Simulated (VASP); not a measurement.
# La (Im-3m) in VASP: further runs

The runs below take La through single point, relaxation of cell and atoms, with LDA.

Program: VASP 6.6.1. These are calculated values, not measurements. Logs are shortened: lines on timing, memory, paths and dates and some standing lists are left out, and cuts for length are marked.

### Step 1. The cell of the first run

The structure is cubic, space group Im-3m (No. 229). Conventional cell: a = 3.683 Å, b = 3.683 Å, c = 3.683 Å, α = 90.00°, β = 90.00°, γ = 90.00°. Within 4.2 Å of La (site symmetry m-3m) lie 14 La at 3.19 to 3.68 Å.

### Step 2. Single point, LDA

Input file INCAR:

```
PREC = Accurate ; ENCUT = 520
EDIFF = 1E-7 ; ISMEAR = -1
SIGMA = 0.05 ; LREAL = F
LASPH = T ; NELM = 100
ALGO = Normal ; ISIF = 2
LWAVE = F ; LCHARG = F
NBANDS = 12
```

Input file KPOINTS:

```
Automatic mesh
0
Gamma
  14 14 14
```

Input file POSCAR:

```
La
1.0
   -1.8415320632      1.8415320632      1.8415320632
    1.8415320632     -1.8415320632      1.8415320632
    1.8415320632      1.8415320632     -1.8415320632
La
1
Direct
    0.0000000000      0.0000000000      0.0000000000
```

Potentials or basis: VASP PAW LDA potentials, release 64 (La).

Command:

```console
$ cat potpaw_LDA.64/La/POTCAR > POTCAR
$ mpirun -np 1 vasp_std > vasp.out
```

OUTCAR:

```text
PREC = Accurate
   ENCUT = 520
   EDIFF = 1E-7
   ISMEAR = -1
   LREAL = F
   LASPH = T
   NELM = 100
   ISIF = 2

 ion  position               nearest neighbor table
   1  0.000  0.000  0.000-

  LATTYP: Found a body centered cubic cell.
 ALAT       =     3.6830641264

  Lattice vectors:

 A1 = (  -1.8415320632,   1.8415320632,   1.8415320632)
 A2 = (   1.8415320632,  -1.8415320632,   1.8415320632)
 A3 = (   1.8415320632,   1.8415320632,  -1.8415320632)

Analysis of symmetry for initial positions (statically):
=====================================================================
 Subroutine PRICEL returns:
 Original cell was already a primitive cell.

 Routine SETGRP: Setting up the symmetry group for a
 body centered cubic supercell.

 Subroutine GETGRP returns: Found 48 space group operations
 (whereof 48 operations were pure point group operations)
 out of a pool of 48 trial point group operations.

The static configuration has the point symmetry O_h .

Analysis of symmetry for dynamics (positions and initial velocities):
=====================================================================
 Subroutine PRICEL returns:
 Original cell was already a primitive cell.

 Routine SETGRP: Setting up the symmetry group for a
 body centered cubic supercell.

 Subroutine GETGRP returns: Found 48 space group operations
 (whereof 48 operations were pure point group operations)
 out of a pool of 48 trial point group operations.

The dynamic configuration has the point symmetry O_h .

 Subroutine INISYM returns: Found 48 space group operations
 (whereof 48 operations are pure point group operations),
 and found     1 'primitive' translations

----------------------------------------------------------------------------------------

                                     Primitive cell

  volume of cell :      24.9803

  direct lattice vectors                    reciprocal lattice vectors
    -1.841532063  1.841532063  1.841532063     0.000000000  0.271513057  0.271513057
     1.841532063 -1.841532063  1.841532063     0.271513057  0.000000000  0.271513057
     1.841532063  1.841532063 -1.841532063     0.271513057  0.271513057  0.000000000

  length of vectors
     3.189627097  3.189627097  3.189627097     0.383977448  0.383977448  0.383977448

  position of ions in fractional coordinates (direct lattice)
     0.000000000  0.000000000  0.000000000

  ion indices of the primitive-cell ions
   primitive index   ion index
                 1           1

----------------------------------------------------------------------------------------

 KPOINTS: Automatic mesh

Automatic generation of k-mesh.
 Grid dimensions read from file:
 generate k-points for:   14   14   14

 Generating k-lattice:

  Cartesian coordinates                     Fractional coordinates (reciprocal lattice)
     0.000000000  0.019393790  0.019393790     0.071428571  0.000000000  0.000000000
     0.019393790  0.000000000  0.019393790     0.000000000  0.071428571  0.000000000
     0.019393790  0.019393790  0.000000000     0.000000000  0.000000000  0.071428571

  Length of vectors
     0.027426961  0.027426961  0.027426961

  Shift w.r.t. Gamma in fractional coordinates (k-lattice)
     0.000000000  0.000000000  0.000000000

 Subroutine IBZKPT returns following result:
 ===========================================

 Found    104 irreducible k-points:

 Following reciprocal coordinates:
            Coordinates               Weight
  0.000000  0.000000  0.000000      1.000000
  0.071429  0.000000  0.000000     12.000000
  0.142857  0.000000  0.000000     12.000000
  0.214286  0.000000  0.000000     12.000000
  0.285714  0.000000  0.000000     12.000000
  0.357143  0.000000  0.000000     12.000000
[... 16 lines left out ...]
  0.285714  0.285714  0.000000     24.000000
  0.357143  0.285714 -0.000000     24.000000
 [... further k-points ...]
   k-points           NKPTS =    104   k-points in BZ     NKDIM =    104   number of bands    NBANDS=     12
   number of dos      NEDOS =    301   number of ions     NIONS =      1
   total plane-waves  NPLWV =  13824
   dimension x,y,z NGX =    24 NGY =   24 NGZ =   24
   dimension x,y,z NGXF=    48 NGYF=   48 NGZF=   48
   ions per type =               1
   NGX,Y,Z   is equivalent  to a cutoff of  12.51, 12.51, 12.51 a.u.
   NGXF,Y,Z  is equivalent  to a cutoff of  25.02, 25.02, 25.02 a.u.
 SYSTEM =  unknown system
   PREC   = accura    normal or accurate (medium, high low for compatibility)
   ISTART =      0    job   : 0-new  1-cont  2-samecut
   ICHARG =      2    charge: 1-file 2-atom 10-const
   ISPIN  =      1    spin polarized calculation?
   LNONCOLLINEAR =      F non collinear calculations
   LSORBIT =      F    spin-orbit coupling
   LASPH  =      T    aspherical Exc in radial PAW
   ENCUT  =  520.0 eV  38.22 Ry    6.18 a.u.   5.93  5.93  5.93*2*pi/ulx,y,z
   NELM   =    100;   NELMIN=  2; NELMDL= -5     # of ELM steps
   EDIFF  = 0.1E-06   stopping-criterion for ELM
   LREAL  =      F    real-space projection
   EDIFFG = 0.1E-05   stopping-criterion for IOM
   NSW    =      0    number of steps for IOM
   IBRION =     -1    ionic relax: 0-MD 1-quasi-New 2-CG
   NFREE  =      0    steps in history (QN), initial steepest desc. (CG)
   ISIF   =      2    stress and relaxation
   ISYM   =      2    0-nonsym 1-usesym 2-fastsym
   POTIM  = 0.5000    time-step for ionic-motion
   TEBEG  =    0.0;   TEEND  =   0.0 temperature during run
   PSTRESS=    0.0 pullay stress
   NELECT =      11.0000    total number of electrons
   NUPDOWN=      -1.0000    fix difference up-down
   EMIN   =  10.00;   EMAX   =-10.00  energy-range for DOS
   EFERMI =   0.00;   METHOD = LEGACY
   ISMEAR =    -1;   SIGMA  =   0.05  broadening in eV -4-tet -1-fermi 0-gaus
   EFERMI_NEDOS =   21; number of points for ismear=-14 and -15
   IALGO  =     38    algorithm
   IMIX   =      4    mixing-type and parameters
     AMIX     =   0.40;   BMIX     =  1.00
     AMIX_MAG =   1.60;   BMIX_MAG =  1.00
  volume/ion in A,a.u.               =      24.98       168.58
  Fermi-wavevector in a.u.,A,eV,Ry     =   1.245489  2.353632 21.105929  1.551242
  Thomas-Fermi vector in A             =   2.379709
   LORBIT       =      0    0 simple, 1 ext, 2 COOP (PROOUT), +10 PAW based schemes
   GGA     = CA    functional components
   LHFCALC =     F    Hartree Fock is set to
   AEXX    =    0.0000 exact exchange contribution
   IVDW    =     0    specifies the selected vdW correction
   LEPSILON=     F    determine dielectric tensor
   LRPA    =     F    only Hartree local field effects (RPA)
 non-spin polarized calculation
  energy-cutoff  :      520.00
  volume of cell :       24.98
 maximum number of plane-waves:       684
   NGX = 11   NGY = 11   NGZ = 11

 number of electron      10.9999999 magnetization

 Free energy of the ion-electron system (eV)
  ---------------------------------------------------
  ext. energy  EPLUGINS =         0.00000000
  ---------------------------------------------------
  free energy    TOTEN  =        -5.19709880 eV

  energy without entropy =       -5.17719838  energy(sigma->0) =       -5.18714859

 E-fermi :  12.0796     XC(G=0): -11.4863

 val. band max:       12.0795694901   @ k =   0.1429   0.1429   0.0714
 cond. band min:      12.0817154179   @ k =  -0.2857   0.3571   0.0714
 fundamental gap:      0.0021459278
 Fermi energy:        12.0796214321

 k-point     1 :       0.0000    0.0000    0.0000
  band No.  band energies     occupation
      1     -20.5687      2.00000
      2      -2.0377      2.00000
      3      -2.0377      2.00000
      4      -2.0377      2.00000
      5       9.9764      2.00000
      6      13.7967      0.00000
      7      13.7967      0.00000
      8      13.7967      0.00000
      9      13.9932      0.00000
     10      13.9932      0.00000
     11      13.9932      0.00000
     12      15.3972      0.00000

 k-point     2 :       0.0714    0.0000    0.0000
  band No.  band energies     occupation
      1     -20.5296      2.00000
      2      -2.2814      2.00000
      3      -2.1060      2.00000
      4      -2.0433      2.00000
      5      10.2620      2.00000
      6      13.3715      0.00000
      7      13.4019      0.00000
      8      13.7829      0.00000
      9      14.0929      0.00000
     10      14.3137      0.00000
     11      14.3271      0.00000
     12      15.3614      0.00000

 k-point     3 :       0.1429    0.0000    0.0000
  band No.  band energies     occupation
      1     -20.4179      2.00000
      2      -2.9181      2.00000
      3      -2.2915      2.00000
      4      -2.0594      2.00000
      5      10.8766      2.00000
      6      12.8934      0.00000
      7      12.9547      0.00000
      8      13.7558      0.00000
      9      14.2942      0.00000
     10      14.6062      0.00000
     11      14.6217      0.00000
     12      15.2761      0.00000
[... 286 lines left out ...]
 k-point    23 :       0.2857    0.2857    0.0000
  band No.  band energies     occupation
      1     -19.6027      2.00000
      2      -5.2666      2.00000
      3      -4.3208      2.00000
      4      -2.5757      2.00000
      5      11.0290      2.00000
      6      12.6222      0.00004
      7      13.7782      0.00000
      8      14.4426      0.00000
      9      14.4925      0.00000
     10      15.1186      0.00000
     11      15.1590      0.00000
     12      15.4362      0.00000

 k-point    24 :       0.3571    0.2857   -0.0000
  band No.  band energies     occupation
      1     -19.5718      2.00000
      2      -5.1524      2.00000
      3      -4.5967      2.00000
      4      -2.5956      2.00000
      5      11.0356      2.00000
      6      12.9173      0.00000
      7      13.5861      0.00000
      8      14.4268      0.00000
      9      14.7231      0.00000
     10      15.1115      0.00000
     11      15.1994      0.00000
     12      15.2527      0.00000

 [... further k-points ...]
[... 5 lines left out ...]
  --------------------------------------------------------------------------------------
  -------------------------------------------------------------------------------------
  Total        1.8682291      1.8682291      1.8682291     -0.0000000     -0.0000000     -0.0000000
  in kB      119.8237408    119.8237408    119.8237408     -0.0000000     -0.0000000     -0.0000000
  external PRESSURE =     119.8237408 kB  Pullay stress =       0.0000000 kB

 VOLUME and BASIS-vectors are now :
 -----------------------------------------------------------------------------
  energy-cutoff  :      520.00
  volume of cell :       24.98
      direct lattice vectors                 reciprocal lattice vectors
    -1.841532063  1.841532063  1.841532063     0.000000000  0.271513057  0.271513057
     1.841532063 -1.841532063  1.841532063     0.271513057  0.000000000  0.271513057
     1.841532063  1.841532063 -1.841532063     0.271513057  0.271513057  0.000000000

 POSITION                                       TOTAL-FORCE (eV/Angst)
 -----------------------------------------------------------------------------------
      0.00000      0.00000      0.00000        -0.000000      0.000000      0.000000
 -----------------------------------------------------------------------------------
    total drift:                                0.000000      0.000000      0.000000

  FREE ENERGIE OF THE ION-ELECTRON SYSTEM (eV)
  ---------------------------------------------------
  free  energy   TOTEN  =        -5.1970987996 eV

  energy  without entropy=       -5.1771983754  energy(sigma->0) =       -5.18714859
```

Run time: 30 s. Hardware: 1 thread of Intel Xeon Platinum 8375C at 2.90GHz (Ice Lake), shared host; peak memory 0.16 GiB.

What came out:

| Item | Value |
| --- | --- |
| Free energy | -5.1971 eV |
| Pressure | 12.0 GPa |

Levels at points of the mesh, in eV from the Fermi level:
```csv
k point,band 3,band 4,band 5,band 6,band 7,band 8
"(0.00, 0.00, 0.00)",-14.12,-14.12,-2.10,1.72,1.72,1.72
"(0.50, 0.00, 0.00)",-15.32,-14.24,-2.39,-0.70,1.81,2.21
"(0.50, 0.50, 0.50)",-16.68,-16.68,-3.28,-3.28,2.10,2.62
```

Caveat: spin-orbit coupling is left out, which moves the levels of the heavy elements.

### Step 3. Relaxation of cell and atoms, LDA

This run uses another cell than the first one, of 33.13 Å³/atom, 1.326 times its volume.

Input file INCAR:

```
ALGO = Normal ; EDIFF = 1E-6
EDIFFG = -0.005 ; ENCUT = 600
IBRION = 2 ; ISIF = 3
ISMEAR = -1 ; LASPH = T
LCHARG = F ; LREAL = F
LWAVE = F ; NELM = 100
NSW = 45 ; PREC = Accurate
SIGMA = 0.05
```

Input file KPOINTS:

```
k-points
0
Gamma
  14 14 14
```

Input file POSCAR:

```
La
1.0
   -2.0232136209      2.0232136209      2.0232136209
    2.0232136209     -2.0232136209      2.0232136209
    2.0232136209      2.0232136209     -2.0232136209
La
1
Direct
    0.0000000000      0.0000000000      0.0000000000
```

Potentials or basis: VASP PAW LDA potentials, release 64 (La).

Command:

```console
$ cat potpaw_LDA.64/La/POTCAR > POTCAR
$ mpirun -np 1 vasp_std > vasp.out
```

Run time: 80 s. Hardware: 1 thread of Intel Xeon Platinum 8375C at 2.90GHz (Ice Lake), shared host; peak memory 0.19 GiB.

The run converged. Its results:

```yaml
Free_energy: -5.4462 eV
Relaxed_volume: 33.06 Å³/atom
Relaxed_cell: a = 3.502 Å, b = 3.502 Å, c = 3.502 Å, α = 109.47°, β = 109.47°, γ = 109.47°
Space_group_after_relaxing_to_0.05_Å: Im-3m (No. 229)
Energy_gained_by_relaxing: 0.0 meV/atom
Ionic_steps: 2
Pressure_after_relaxing: 0.0 GPa
```

Final structure:
```cif
data_structure
_symmetry_space_group_name_H-M 'P 1'
_symmetry_Int_Tables_number 1
_cell_length_a 3.5020
_cell_length_b 3.5020
_cell_length_c 3.5020
_cell_angle_alpha 109.471
_cell_angle_beta 109.471
_cell_angle_gamma 109.471
_cell_volume 33.06
loop_
_atom_site_label
_atom_site_type_symbol
_atom_site_fract_x
_atom_site_fract_y
_atom_site_fract_z
_atom_site_occupancy
La1 La 0.00000 0.00000 0.00000 1
```

Levels at points of the mesh, in eV from the Fermi level:
| k point | band 1 | band 2 | band 3 | band 4 | band 5 | band 6 | band 7 | band 8 | band 9 |
| --- | --- | --- | --- | --- | --- | --- | --- | --- | --- |
| (0.00, 0.00, 0.00) | -32.62 | -15.31 | -15.31 | -15.31 | -3.03 | 1.50 | 1.50 | 1.50 | 1.61 |
| (0.50, 0.00, 0.00) | -32.28 | -17.24 | -15.91 | -15.34 | -1.96 | -0.31 | 1.52 | 1.71 | 1.94 |
| (0.50, 0.50, 0.50) | -32.06 | -16.60 | -16.60 | -16.60 | -2.19 | -2.19 | 1.68 | 1.92 | 1.92 |

Caveat: spin-orbit coupling is left out, which moves the levels of the heavy elements.
